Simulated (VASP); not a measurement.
# TiO2 (C2/c) in VASP: a series of runs

The runs below take TiO2 through single point, with r2SCAN, PBEsol.

Program: VASP 6.6.1. These are calculated values, not measurements. Logs are shortened: lines on timing, memory, paths and dates and some standing lists are left out, and cuts for length are marked.

## 1. The cell of the first run

Symmetry: C2/c, No. 15, monoclinic system. The conventional cell has a = 5.412 Å, b = 5.413 Å, c = 5.472 Å, α = 90.00°, β = 118.77°, γ = 90.00°. Within 2.6 Å of Ti (site symmetry 2) lie 6 O at 1.93 to 2.00 Å. O (site symmetry 1) has 3 Ti at 1.93 to 2.00 Å and 2 O at 2.50 Å within 2.6 Å.

## 2. Single point, r2SCAN

File POSCAR:

```
TiO2
1.0
    2.7060340000     -2.7066550000      0.0000000000
    2.7060340000      2.7066550000      0.0000000000
   -2.6335310000      0.0000000000      4.7966370000
Ti O
2 4
Direct
    0.1341100000      0.8658900000      0.2500000000
    0.8658900000      0.1341100000      0.7500000000
    0.3312210000      0.0887550000      0.6671490000
    0.6687790000      0.9112450000      0.3328510000
    0.9112450000      0.6687790000      0.8328510000
    0.0887550000      0.3312210000      0.1671490000
```

File INCAR.step1:

```
SYSTEM = TiO2
  PREC = Accurate
  ENCUT = 520
  ISMEAR = 0
  SIGMA = 0.02
  LREAL = .False.
  LASPH = .True.
  NELM = 100
  NBANDS = 33
  GGA = PE
  ALGO = Normal
  EDIFF = 1E-4
  LWAVE = .True.
  LCHARG = .False.
```

File INCAR.step2:

```
SYSTEM = TiO2
  PREC = Accurate
  ENCUT = 520
  EDIFF = 1E-7
  ISMEAR = 0
  SIGMA = 0.02
  LREAL = .False.
  LASPH = .True.
  NELM = 100
  ALGO = Normal
  ISIF = 2
  LWAVE = .False.
  LCHARG = .False.
  METAGGA = R2SCAN
  LMIXTAU = .True.
  NBANDS = 33
  ISTART = 1
```

File KPOINTS:

```
Automatic mesh
0
Gamma
  8 8 6
  0 0 0
```

Potentials or basis: VASP PAW PBE potentials, release 64 (Ti_sv, O).

Command:

```console
$ cat potpaw_PBE.64/Ti_sv/POTCAR potpaw_PBE.64/O/POTCAR > POTCAR
$ cp INCAR.step1 INCAR
$ mpirun -np 1 vasp_std > vasp.out
$ cp INCAR.step2 INCAR
$ mpirun -np 1 vasp_std > vasp.out
```

OUTCAR:

```text
SYSTEM = TiO2
   PREC = Accurate
   ENCUT = 520
   EDIFF = 1E-7
   ISMEAR = 0
   LREAL = .False.
   LASPH = .True.
   NELM = 100
   ISIF = 2
   METAGGA = R2SCAN
   ISTART = 1

 ion  position               nearest neighbor table
   1  0.134  0.866  0.250-   4 1.93   6 1.93   6 1.98   4 1.98   3 2.00   5 2.00
   2  0.866  0.134  0.750-   5 1.93   3 1.93   5 1.98   3 1.98   6 2.00   4 2.00
   3  0.331  0.089  0.667-   2 1.93   2 1.98   1 2.00
   4  0.669  0.911  0.333-   1 1.93   1 1.98   2 2.00
   5  0.911  0.669  0.833-   2 1.93   2 1.98   1 2.00
   6  0.089  0.331  0.167-   1 1.93   1 1.98   2 2.00

  LATTYP: Found a base centered monoclinic cell.
 ALAT       =     5.4120680000
 B/A-ratio  =     1.0002294871
 C/A-ratio  =     1.0110809974
 COS(beta)  =    -0.4812705001

  Lattice vectors:

 A1 = (   2.7060340000,  -2.7066550000,   0.0000000000)
 A2 = (   2.7060340000,   2.7066550000,   0.0000000000)
 A3 = (  -2.6335310000,   0.0000000000,   4.7966370000)

Analysis of symmetry for initial positions (statically):
=====================================================================
 Subroutine PRICEL returns:
 Original cell was already a primitive cell.

 Routine SETGRP: Setting up the symmetry group for a
 base centered monoclinic supercell.

 Subroutine GETGRP returns: Found  4 space group operations
 (whereof  2 operations were pure point group operations)
 out of a pool of  4 trial point group operations.

The static configuration has the point symmetry S_2 .
 The point group associated with its full space group is C_2h.

Analysis of symmetry for dynamics (positions and initial velocities):
=====================================================================
 Subroutine PRICEL returns:
 Original cell was already a primitive cell.

 Routine SETGRP: Setting up the symmetry group for a
 base centered monoclinic supercell.

 Subroutine GETGRP returns: Found  4 space group operations
 (whereof  2 operations were pure point group operations)
 out of a pool of  4 trial point group operations.

The dynamic configuration has the point symmetry S_2 .
 The point group associated with its full space group is C_2h.

 Subroutine INISYM returns: Found  4 space group operations
 (whereof  2 operations are pure point group operations),
 and found     1 'primitive' translations

[... 103 lines left out ...]
   LREAL  =      F    real-space projection
   EDIFFG = 0.1E-05   stopping-criterion for IOM
   NSW    =      0    number of steps for IOM
   IBRION =     -1    ionic relax: 0-MD 1-quasi-New 2-CG
   NFREE  =      0    steps in history (QN), initial steepest desc. (CG)
   ISIF   =      2    stress and relaxation
   ISYM   =      2    0-nonsym 1-usesym 2-fastsym
   POTIM  = 0.5000    time-step for ionic-motion
   TEBEG  =    0.0;   TEEND  =   0.0 temperature during run
   PSTRESS=    0.0 pullay stress
   NELECT =      48.0000    total number of electrons
   NUPDOWN=      -1.0000    fix difference up-down
   EMIN   =  10.00;   EMAX   =-10.00  energy-range for DOS
   EFERMI =   0.00;   METHOD = LEGACY
   ISMEAR =     0;   SIGMA  =   0.02  broadening in eV -4-tet -1-fermi 0-gaus
   EFERMI_NEDOS =   21; number of points for ismear=-14 and -15
   IALGO  =     38    algorithm
   IMIX   =      4    mixing-type and parameters
     AMIX     =   0.40;   BMIX     =  1.00
     AMIX_MAG =   1.60;   BMIX_MAG =  1.00
  volume/ion in A,a.u.               =      11.71        79.03
  Fermi-wavevector in a.u.,A,eV,Ry     =   1.441820  2.724644 28.284385  2.078844
  Thomas-Fermi vector in A             =   2.560409
   LORBIT       =      0    0 simple, 1 ext, 2 COOP (PROOUT), +10 PAW based schemes
   METAGGA = R2SCAN    functional components
   LHFCALC =     F    Hartree Fock is set to
   AEXX    =    0.0000 exact exchange contribution
   IVDW    =     0    specifies the selected vdW correction
   LEPSILON=     F    determine dielectric tensor
   LRPA    =     F    only Hartree local field effects (RPA)
 non-spin polarized calculation
 Gauss-broadening in eV      SIGMA  =   0.02
  energy-cutoff  :      520.00
  volume of cell :       70.26
 maximum number of plane-waves:      1908
   NGX = 15   NGY = 15   NGZ = 21

 number of electron      47.9999994 magnetization

 Free energy of the ion-electron system (eV)
  ---------------------------------------------------
  ext. energy  EPLUGINS =         0.00000000
  ---------------------------------------------------
  free energy    TOTEN  =       -69.82609785 eV

  energy without entropy =      -69.82609785  energy(sigma->0) =      -69.82609785

 E-fermi :   3.0522     XC(G=0): -11.3025

 val. band max:        2.7631957002   @ k =   0.5000   0.5000   0.0000
 cond. band min:       5.2261233432   @ k =   0.0000   0.0000   0.0000
 fundamental gap:      2.4629276430
 Fermi energy:         3.0521716378

 k-point     1 :       0.0000    0.0000    0.0000
  band No.  band energies     occupation
      1     -55.9491      2.00000
      2     -55.8957      2.00000
      3     -31.3259      2.00000
      4     -31.1006      2.00000
      5     -31.1002      2.00000
      6     -31.0396      2.00000
[... 853 lines left out ...]
     32       8.7470      0.00000
     33       8.9694      0.00000

 [... further k-points ...]

------------------------ aborting loop because EDIFF is reached ----------------------------------------

  FORCE on cell =-STRESS in cart. coord.  units (eV):
  Direction    XX          YY          ZZ          XY          YZ          ZX
  --------------------------------------------------------------------------------------
  -------------------------------------------------------------------------------------
  Total       -2.2985404     -2.3174409     -2.2868195      0.0000000      0.0000000     -0.1016943
  in kB      -52.4118781    -52.8428512    -52.1446164      0.0000000      0.0000000     -2.3188582
  external PRESSURE =     -52.4664486 kB  Pullay stress =       0.0000000 kB

 VOLUME and BASIS-vectors are now :
 -----------------------------------------------------------------------------
  energy-cutoff  :      520.00
  volume of cell :       70.26
      direct lattice vectors                 reciprocal lattice vectors
     2.706034000 -2.706655000  0.000000000     0.184772253 -0.184729860  0.101446796
     2.706034000  2.706655000  0.000000000     0.184772253  0.184729860  0.101446796
    -2.633531000  0.000000000  4.796637000     0.000000000  0.000000000  0.208479399

 POSITION                                       TOTAL-FORCE (eV/Angst)
 -----------------------------------------------------------------------------------
      2.04765      1.98068      1.19916         0.000000      0.095036     -0.000000
      0.73089     -1.98068      3.59748        -0.000000     -0.095036     -0.000000
     -0.62049     -0.65627      3.20007        -0.003772     -0.030199     -0.195813
      3.39903      0.65627      1.59657         0.003772      0.030199      0.195813
      2.08226     -0.65627      3.99488         0.003772     -0.030199      0.195813
      0.69628      0.65627      0.80175        -0.003772      0.030199     -0.195813
 -----------------------------------------------------------------------------------
    total drift:                               -0.000000      0.000000     -0.000000

  FREE ENERGIE OF THE ION-ELECTRON SYSTEM (eV)
  ---------------------------------------------------
  free  energy   TOTEN  =       -69.8260978546 eV

  energy  without entropy=      -69.8260978546  energy(sigma->0) =      -69.82609785
```

OUTCAR.step1:

```text
SYSTEM = TiO2
   PREC = Accurate
   ENCUT = 520
   ISMEAR = 0
   LREAL = .False.
   LASPH = .True.
   NELM = 100
[... 1104 lines left out ...]
      3.39903      0.65627      1.59657        -0.001342      0.026564      0.101084
      2.08226     -0.65627      3.99488        -0.001342     -0.026564      0.101084
      0.69628      0.65627      0.80175         0.001342      0.026564     -0.101084
 -----------------------------------------------------------------------------------
    total drift:                               -0.000000      0.000000     -0.000000

  FREE ENERGIE OF THE ION-ELECTRON SYSTEM (eV)
  ---------------------------------------------------
  free  energy   TOTEN  =       -53.8546585033 eV

  energy  without entropy=      -53.8546585033  energy(sigma->0) =      -53.85465850
```

Run time: 12 min. Hardware: 1 thread of Intel Xeon Platinum 8488C (Sapphire Rapids), shared host; peak memory 0.33 GiB.

Results:

```yaml
Free_energy: -69.8261 eV
Pressure: -5.2 GPa
Largest_force: 0.198 eV/Å
Band_gap_on_the_k_mesh: 2.46 eV (least direct gap 2.82 eV)
```

Forces in eV/Å, atoms in the order of the input:
```
Ti   0.000  0.095  0.000
Ti   0.000 -0.095  0.000
O   -0.004 -0.030 -0.196
O    0.004  0.030  0.196
O    0.004 -0.030  0.196
O   -0.004  0.030 -0.196
```

Levels at points of the mesh, in eV from the valence-band top:
```csv
k point,band 20,band 21,band 22,band 23,band 24,band 25,band 26,band 27,band 28,band 29
"(0.00, 0.00, 0.00)",-0.83,-0.79,-0.76,-0.46,-0.45,2.46,3.18,4.21,4.22,4.26
"(0.50, 0.00, 0.00)",-2.00,-1.86,-0.93,-0.91,-0.66,3.61,3.75,3.76,4.01,4.49
"(0.50, 0.50, 0.00)",-2.49,-2.19,-1.89,-0.02,0.00,3.61,3.65,3.90,4.24,5.09
"(0.00, 0.00, 0.50)",-1.37,-1.29,-1.29,-0.15,-0.15,2.81,2.81,4.05,4.05,4.46
"(0.50, 0.00, 0.50)",-1.90,-1.89,-0.91,-0.91,-0.66,3.46,3.84,3.88,3.88,4.57
"(0.50, 0.50, 0.50)",-2.64,-2.04,-2.04,-0.02,-0.02,3.63,3.63,4.08,4.08,5.11
```

Caveat: the cell stands under tension; the PAW data sets were made with another functional, which shifts forces and pressure a little.

## 3. Single point, PBEsol

File INCAR:

```
PREC     = Accurate       # precision mode
ENCUT    = 600            # plane-wave cutoff, eV
EDIFF    = 1E-6           # SCF threshold, eV
ISMEAR   = 0              # smearing method
SIGMA    = 0.02           # smearing width, eV
LREAL    = False          # projectors in reciprocal space
LASPH    = True           # aspherical terms in the spheres
NELM     = 120            # most SCF steps
ALGO     = Normal         # electronic algorithm
ISIF     = 2              # what is computed and relaxed
LWAVE    = False          # write WAVECAR
LCHARG   = False          # write CHGCAR
GGA      = PS             # functional
NBANDS   = 33             # bands
GGA_COMPAT= False
```

File KPOINTS:

```
Automatic mesh
0
Gamma
  8 8 6
```

POSCAR is that of step 2.

Potentials or basis: VASP PAW PBE potentials, release 64 (Ti_sv, O).

Command:

```console
$ cat potpaw_PBE.64/Ti_sv/POTCAR potpaw_PBE.64/O/POTCAR > POTCAR
$ mpirun -np 1 vasp_std > vasp.out
```

Run time: 7.7 min. Hardware: 1 thread of Oxide Virtual Turin-like, shared host; peak memory 0.35 GiB.

The run converged. Its results:

* Free energy: -56.1703 eV
* Pressure: -7.1 GPa
* Largest force: 0.216 eV/Å
* Band gap on the k mesh: 2.01 eV (least direct gap 2.35 eV)

Forces on the atoms (eV/Å):
```
Ti   0.000  0.060  0.000
Ti   0.000 -0.060  0.000
O    0.008 -0.037 -0.212
O   -0.008  0.037  0.212
O   -0.008 -0.037  0.212
O    0.008  0.037 -0.212
```

Stress tensor (GPa, compression positive):
```
-7.17  0.00 -0.34
 0.00 -7.21  0.00
-0.34  0.00 -6.89
```

Levels at points of the mesh, in eV from the valence-band top:
| k point | band 22 | band 23 | band 24 | band 25 | band 26 | band 27 |
| --- | --- | --- | --- | --- | --- | --- |
| (0.00, 0.00, 0.00) | -0.72 | -0.44 | -0.44 | 2.01 | 2.74 | 3.78 |
| (0.50, 0.00, 0.00) | -0.91 | -0.87 | -0.62 | 3.17 | 3.32 | 3.36 |
| (0.50, 0.50, 0.00) | -1.87 | -0.01 | 0.00 | 3.19 | 3.23 | 3.50 |
| (0.00, 0.00, 0.50) | -1.25 | -0.12 | -0.12 | 2.36 | 2.36 | 3.61 |
| (0.50, 0.00, 0.50) | -0.89 | -0.87 | -0.62 | 3.02 | 3.43 | 3.45 |
| (0.50, 0.50, 0.50) | -2.03 | -0.02 | -0.02 | 3.21 | 3.21 | 3.68 |

Caveat: the cell stands under tension; the PAW data sets were made with another functional, which shifts forces and pressure a little. A k mesh can miss the band edges.
